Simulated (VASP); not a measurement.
# B2O (P-3m1) in VASP: notebook

B2O is run at these levels: PBE+D3(BJ); tasks: single point.

Program: VASP 6.6.1. These are calculated values, not measurements. Logs are shortened: lines on timing, memory, paths and dates and some standing lists are left out, and cuts for length are marked.

## 1. The cell of the first run

It takes space group P-3m1 (No. 164, trigonal). Conventional cell: a = 2.476 Å, b = 2.476 Å, c = 9.412 Å, α = 90.00°, β = 90.00°, γ = 120.00°. Within 2.0 Å of B (site symmetry 3m) lie 3 O at 1.53 Å and 1 B at 1.70 Å. B (site symmetry 3m) has 3 B at 1.53 Å within 2.0 Å. Within 2.0 Å of O (site symmetry 3m) lie 3 B at 1.53 Å.

## 2. Single point, PBE+D3(BJ) (8.33 Å³/atom)

Input file INCAR:

```
PREC = Accurate
ENCUT = 520
EDIFF = 1E-6
ISMEAR = 0
SIGMA = 0.15
LREAL = False
LASPH = True
NELM = 80
ALGO = Fast
ISIF = 2
LWAVE = False
LCHARG = False
GGA = PE
IVDW = 12
NBANDS = 21
```

Input file KPOINTS:

```
regular mesh
0
Gamma
  21 21 6
```

Input file POSCAR:

```
B2O
1.0
    2.4757595094      0.0000000000      0.0000000000
   -1.2378797547      2.1440706288      0.0000000000
    0.0000000000      0.0000000000      9.4122243756
B O
4 2
Direct
    0.0000000000      0.0000000000      0.4099026039
    0.0000000000      0.0000000000      0.5900973961
    0.6666666667      0.3333333333      0.0293462865
    0.3333333333      0.6666666667      0.9706537135
    0.6666666667      0.3333333333      0.3525784977
    0.3333333333      0.6666666667      0.6474215023
```

Potentials or basis: VASP PAW PBE potentials, release 64 (B, O).

Run with:

```bash
$ cat potpaw_PBE.64/B/POTCAR potpaw_PBE.64/O/POTCAR > POTCAR
$ mpirun -np 1 vasp_std > vasp.out
```

OUTCAR:

```text
PREC = Accurate
   ENCUT = 520
   EDIFF = 1E-6
   ISMEAR = 0
   LREAL = False
   LASPH = True
   NELM = 80
   ISIF = 2
   GGA = PE
   IVDW = 12
 IVDW          = 12

 ion  position               nearest neighbor table
   1  0.000  0.000  0.410-   5 1.53   5 1.53   5 1.53   2 1.70
   2  0.000  0.000  0.590-   6 1.53   6 1.53   6 1.53   1 1.70
   3  0.667  0.333  0.029-   4 1.53   4 1.53   4 1.53
   4  0.333  0.667  0.971-   3 1.53   3 1.53   3 1.53
   5  0.667  0.333  0.353-   1 1.53   1 1.53   1 1.53
   6  0.333  0.667  0.647-   2 1.53   2 1.53   2 1.53

  LATTYP: Found a hexagonal cell.
 ALAT       =     2.4757595094
 C/A-ratio  =     3.8017522865

  Lattice vectors:

 A1 = (   2.4757595094,   0.0000000000,   0.0000000000)
 A2 = (  -1.2378797547,   2.1440706288,   0.0000000000)
 A3 = (   0.0000000000,   0.0000000000,   9.4122243756)

Analysis of symmetry for initial positions (statically):
=====================================================================
 Subroutine PRICEL returns:
 Original cell was already a primitive cell.

 Routine SETGRP: Setting up the symmetry group for a
 hexagonal supercell.

 Subroutine GETGRP returns: Found 12 space group operations
 (whereof 12 operations were pure point group operations)
 out of a pool of 24 trial point group operations.

The static configuration has the point symmetry D_3d.

Analysis of symmetry for dynamics (positions and initial velocities):
=====================================================================
 Subroutine PRICEL returns:
 Original cell was already a primitive cell.

 Routine SETGRP: Setting up the symmetry group for a
 hexagonal supercell.

 Subroutine GETGRP returns: Found 12 space group operations
 (whereof 12 operations were pure point group operations)
 out of a pool of 24 trial point group operations.

The dynamic configuration has the point symmetry D_3d.

 Subroutine INISYM returns: Found 12 space group operations
 (whereof 12 operations are pure point group operations),
 and found     1 'primitive' translations

----------------------------------------------------------------------------------------

                                     Primitive cell

  volume of cell :      49.9620

  direct lattice vectors                    reciprocal lattice vectors
     2.475759509  0.000000000  0.000000000     0.403916453  0.233201273  0.000000000
    -1.237879755  2.144070629  0.000000000     0.000000000  0.466402546  0.000000000
     0.000000000  0.000000000  9.412224376     0.000000000  0.000000000  0.106244811

  length of vectors
     2.475759509  2.475759509  9.412224376     0.466402546  0.466402546  0.106244811

  position of ions in fractional coordinates (direct lattice)
     0.000000000  0.000000000  0.409902604
     0.000000000  0.000000000  0.590097396
     0.666666667  0.333333333  0.029346287
     0.333333333  0.666666667  0.970653713
     0.666666667  0.333333333  0.352578498
     0.333333333  0.666666667  0.647421502

  ion indices of the primitive-cell ions
   primitive index   ion index
                 1           1
                 2           2
                 3           3
                 4           4
                 5           5
                 6           6

----------------------------------------------------------------------------------------

 KPOINTS: regular mesh

Automatic generation of k-mesh.
 Grid dimensions read from file:
 generate k-points for:   21   21    6

 Generating k-lattice:

  Cartesian coordinates                     Fractional coordinates (reciprocal lattice)
     0.019234117  0.011104823  0.000000000     0.047619048  0.000000000  0.000000000
     0.000000000  0.022209645  0.000000000     0.000000000  0.047619048  0.000000000
     0.000000000  0.000000000  0.017707469     0.000000000  0.000000000  0.166666667

  Length of vectors
     0.022209645  0.022209645  0.017707469

  Shift w.r.t. Gamma in fractional coordinates (k-lattice)
     0.000000000  0.000000000  0.000000000

 Subroutine IBZKPT returns following result:
 ===========================================

 Found    266 irreducible k-points:

 Following reciprocal coordinates:
            Coordinates               Weight
  0.000000  0.000000  0.000000      1.000000
  0.047619 -0.000000  0.000000      6.000000
  0.095238 -0.000000  0.000000      6.000000
  0.142857 -0.000000  0.000000      6.000000
  0.190476 -0.000000  0.000000      6.000000
  0.238095 -0.000000  0.000000      6.000000
[... 16 lines left out ...]
  0.142857  0.095238  0.000000     12.000000
  0.190476  0.095238  0.000000     12.000000
 [... further k-points ...]
   k-points           NKPTS =    266   k-points in BZ     NKDIM =    266   number of bands    NBANDS=     21
   number of dos      NEDOS =    301   number of ions     NIONS =      6
   total plane-waves  NPLWV =  22680
   dimension x,y,z NGX =    18 NGY =   18 NGZ =   70
   dimension x,y,z NGXF=    36 NGYF=   36 NGZF=  140
   ions per type =               4   2
   NGX,Y,Z   is equivalent  to a cutoff of  12.09, 12.09, 12.36 a.u.
   NGXF,Y,Z  is equivalent  to a cutoff of  24.17, 24.17, 24.73 a.u.
 SYSTEM =  unknown system
   PREC   = accura    normal or accurate (medium, high low for compatibility)
   ISTART =      0    job   : 0-new  1-cont  2-samecut
   ICHARG =      2    charge: 1-file 2-atom 10-const
   ISPIN  =      1    spin polarized calculation?
   LNONCOLLINEAR =      F non collinear calculations
   LSORBIT =      F    spin-orbit coupling
   LASPH  =      T    aspherical Exc in radial PAW
   ENCUT  =  520.0 eV  38.22 Ry    6.18 a.u.   4.60  4.60 17.50*2*pi/ulx,y,z
   NELM   =     80;   NELMIN=  2; NELMDL= -5     # of ELM steps
   EDIFF  = 0.1E-05   stopping-criterion for ELM
   LREAL  =      F    real-space projection
   EDIFFG = 0.1E-04   stopping-criterion for IOM
   NSW    =      0    number of steps for IOM
   IBRION =     -1    ionic relax: 0-MD 1-quasi-New 2-CG
   NFREE  =      0    steps in history (QN), initial steepest desc. (CG)
   ISIF   =      2    stress and relaxation
   ISYM   =      2    0-nonsym 1-usesym 2-fastsym
   POTIM  = 0.5000    time-step for ionic-motion
   TEBEG  =    0.0;   TEEND  =   0.0 temperature during run
   PSTRESS=    0.0 pullay stress
   NELECT =      24.0000    total number of electrons
   NUPDOWN=      -1.0000    fix difference up-down
   EMIN   =  10.00;   EMAX   =-10.00  energy-range for DOS
   EFERMI =   0.00;   METHOD = LEGACY
   ISMEAR =     0;   SIGMA  =   0.15  broadening in eV -4-tet -1-fermi 0-gaus
   EFERMI_NEDOS =   21; number of points for ismear=-14 and -15
   IALGO  =     68    algorithm
   IMIX   =      4    mixing-type and parameters
     AMIX     =   0.40;   BMIX     =  1.00
     AMIX_MAG =   1.60;   BMIX_MAG =  1.00
  volume/ion in A,a.u.               =       8.33        56.19
  Fermi-wavevector in a.u.,A,eV,Ry     =   1.282130  2.422874 22.366028  1.643857
  Thomas-Fermi vector in A             =   2.414459
   LORBIT       =      0    0 simple, 1 ext, 2 COOP (PROOUT), +10 PAW based schemes
   GGA     = PE    functional components
   LHFCALC =     F    Hartree Fock is set to
   AEXX    =    0.0000 exact exchange contribution
   IVDW    =    12    specifies the selected vdW correction
   LEPSILON=     F    determine dielectric tensor
   LRPA    =     F    only Hartree local field effects (RPA)
 non-spin polarized calculation
 RMM-DIIS sequential band-by-band and
 Gauss-broadening in eV      SIGMA  =   0.15
  energy-cutoff  :      520.00
  volume of cell :       49.96
 maximum number of plane-waves:      1365
   NGX =  9   NGY =  9   NGZ = 35

 number of electron      24.0000011 magnetization

 Free energy of the ion-electron system (eV)
  ---------------------------------------------------
  ext. energy  EPLUGINS =         0.00000000
  ---------------------------------------------------
  free energy    TOTEN  =       -39.27054498 eV

  energy without entropy =      -39.25691222  energy(sigma->0) =      -39.26372860

 E-fermi :   5.2648     XC(G=0): -10.5930

 val. band max:        5.2637633754   @ k =  -0.1905   0.4762   0.1667
 cond. band min:       5.2671489378   @ k =   0.2857   0.1905   0.5000
 fundamental gap:      0.0033855624
 Fermi energy:         5.2647728172

 k-point     1 :       0.0000    0.0000    0.0000
  band No.  band energies     occupation
      1     -20.0473      2.00000
      2     -19.4171      2.00000
      3      -8.2508      2.00000
      4      -6.6958      2.00000
      5      -2.3497      2.00000
      6      -0.9263      2.00000
[... 13 lines left out ...]
     20      17.4163      0.00000
     21      17.4164      0.00000

 k-point     2 :       0.0476   -0.0000    0.0000
  band No.  band energies     occupation
      1     -20.0074      2.00000
      2     -19.3801      2.00000
      3      -8.1978      2.00000
      4      -6.6436      2.00000
      5      -2.3266      2.00000
      6      -1.1418      2.00000
[... 13 lines left out ...]
     20      17.4564      0.00000
     21      17.6546      0.00000

 k-point     3 :       0.0952   -0.0000    0.0000
  band No.  band energies     occupation
      1     -19.8891      2.00000
      2     -19.2703      2.00000
      3      -8.0389      2.00000
      4      -6.4886      2.00000
      5      -2.2899      2.00000
      6      -1.7095      2.00000
[... 13 lines left out ...]
     20      17.5564      0.00000
     21      18.2990      0.00000

 k-point     4 :       0.1429   -0.0000    0.0000
  band No.  band energies     occupation
      1     -19.6958      2.00000
      2     -19.0920      2.00000
      3      -7.7743      2.00000
      4      -6.2377      2.00000
      5      -2.6142      2.00000
      6      -2.4184      2.00000
[... 13 lines left out ...]
     20      15.2626      0.00000
     21      17.5785      0.00000

 k-point     5 :       0.1905   -0.0000    0.0000
  band No.  band energies     occupation
      1     -19.4342      2.00000
      2     -18.8526      2.00000
      3      -7.4047      2.00000
      4      -5.9105      2.00000
      5      -3.5258      2.00000
      6      -3.2098      2.00000
[... 13 lines left out ...]
     20      15.4312      0.00000
     21      17.1352      0.00000

 k-point     6 :       0.2381   -0.0000    0.0000
  band No.  band energies     occupation
      1     -19.1151      2.00000
      2     -18.5646      2.00000
      3      -6.9309      2.00000
      4      -5.5901      2.00000
      5      -4.5115      2.00000
      6      -4.0203      2.00000
[... 13 lines left out ...]
     20      15.4752      0.00000
     21      16.6246      0.00000

 k-point     7 :       0.2857   -0.0000    0.0000
  band No.  band energies     occupation
      1     -18.7547      2.00000
      2     -18.2462      2.00000
      3      -6.3544      2.00000
      4      -5.7309      2.00000
      5      -5.4210      2.00000
      6      -4.3400      2.00000
[... 13 lines left out ...]
     20      15.7128      0.00000
     21      17.8217      0.00000
[... 291 lines left out ...]
      1     -17.5975      2.00000
      2     -17.3265      2.00000
      3      -7.9314      2.00000
      4      -7.5752      2.00000
      5      -3.5312      2.00000
      6      -3.3132      2.00000
[... 13 lines left out ...]
     20      16.0557      0.00000
     21      17.9810      0.00000

 k-point    21 :       0.4762    0.0476    0.0000
  band No.  band energies     occupation
      1     -17.5068      2.00000
      2     -17.2700      2.00000
      3      -8.0776      2.00000
      4      -7.7178      2.00000
      5      -3.3542      2.00000
      6      -2.8863      2.00000
[... 13 lines left out ...]
     20      15.8778      0.00000
     21      17.9640      0.00000

 k-point    22 :       0.0952    0.0952    0.0000
  band No.  band energies     occupation
      1     -19.5821      2.00000
      2     -18.9876      2.00000
      3      -7.6158      2.00000
      4      -6.0921      2.00000
      5      -2.8699      2.00000
      6      -2.7966      2.00000
[... 13 lines left out ...]
     20      15.4272      0.00000
     21      17.6376      0.00000

 k-point    23 :       0.1429    0.0952    0.0000
  band No.  band energies     occupation
      1     -19.3250      2.00000
      2     -18.7534      2.00000
      3      -7.2465      2.00000
      4      -5.7793      2.00000
      5      -3.6729      2.00000
      6      -3.5113      2.00000
[... 13 lines left out ...]
     20      15.5967      0.00000
     21      17.2156      0.00000

 k-point    24 :       0.1905    0.0952    0.0000
  band No.  band energies     occupation
      1     -19.0116      2.00000
      2     -18.4719      2.00000
      3      -6.7730      2.00000
      4      -5.5080      2.00000
      5      -4.5682      2.00000
      6      -4.1619      2.00000
[... 13 lines left out ...]
     20      15.7047      0.00000
     21      18.6786      0.00000

 [... further k-points ...]

------------------------ aborting loop because EDIFF is reached ----------------------------------------

 Edisp (eV)   -0.86738

 E8    (eV) :    -0.2648

  FORCE on cell =-STRESS in cart. coord.  units (eV):
  Direction    XX          YY          ZZ          XY          YZ          ZX
  --------------------------------------------------------------------------------------
  -------------------------------------------------------------------------------------
  Total       6.53524     6.53524     3.31909     0.00000    -0.00000     0.00000
  in kB     209.57142   209.57142   106.43628     0.00000    -0.00000     0.00000
  external pressure =      175.19 kB  Pullay stress =        0.00 kB

 VOLUME and BASIS-vectors are now :
 -----------------------------------------------------------------------------
  energy-cutoff  :      520.00
  volume of cell :       49.96
      direct lattice vectors                 reciprocal lattice vectors
     2.475759509  0.000000000  0.000000000     0.403916453  0.233201273  0.000000000
    -1.237879755  2.144070629  0.000000000     0.000000000  0.466402546  0.000000000
     0.000000000  0.000000000  9.412224376     0.000000000  0.000000000  0.106244811

 POSITION                                       TOTAL-FORCE (eV/Angst)
 -----------------------------------------------------------------------------------
      0.00000      0.00000      3.85810         0.000000      0.000000     -0.211623
      0.00000      0.00000      5.55413        -0.000000     -0.000000      0.211623
      1.23788      0.71469      0.27621         0.000000     -0.000000      1.152440
     -0.00000      1.42938      9.13601        -0.000000      0.000000     -1.152440
      1.23788      0.71469      3.31855         0.000000     -0.000000     -0.803769
     -0.00000      1.42938      6.09368         0.000000     -0.000000      0.803769
 -----------------------------------------------------------------------------------
    total drift:                               -0.000000      0.000000     -0.000000

  FREE ENERGIE OF THE ION-ELECTRON SYSTEM (eV)
  ---------------------------------------------------
  free  energy   TOTEN  =       -40.1379241482 eV

  energy  without entropy=      -40.1242913869  energy(sigma->0) =      -40.13110777
```

Wall time 7.3 min (1 thread of Oxide Virtual Turin-like, shared host); peak memory 0.3 GiB.

What came out:

- Free energy: -40.1379 eV
- Pressure: 17.5 GPa
- Largest force: 1.152 eV/Å
- Band gap on the k mesh: zero (bands 12 and 13 overlap by 4.36 eV)
- Dispersion energy per atom: -0.145 eV

Forces on the atoms (eV/Å):
```
B    0.000  0.000 -0.212
B    0.000  0.000  0.212
B    0.000  0.000  1.152
B    0.000  0.000 -1.152
O    0.000  0.000 -0.804
O    0.000  0.000  0.804
```

Stress tensor (GPa, compression positive):
```
20.96  0.00  0.00
 0.00 20.96  0.00
 0.00  0.00 10.64
```

Levels at points of the mesh, in eV from the Fermi level:
| k point | band 9 | band 10 | band 11 | band 12 | band 13 | band 14 | band 15 | band 16 |
| --- | --- | --- | --- | --- | --- | --- | --- | --- |
| (0.00, 0.00, 0.00) | -6.09 | -4.89 | -2.31 | 3.52 | 3.96 | 3.96 | 5.23 | 6.04 |
| (0.00, 0.00, 0.50) | -6.09 | -5.37 | -1.89 | 3.17 | 3.96 | 3.96 | 5.62 | 5.77 |

Caveat: the stress differs along the axes, from 11 to 21 GPa; forces of over 1 eV/Å act on the atoms, so gaps and moduli don't describe the material at rest.

(Continued in part 2 of 3.)

The gap in the log of VASP goes by the Fermi energy; the results here count the filled bands.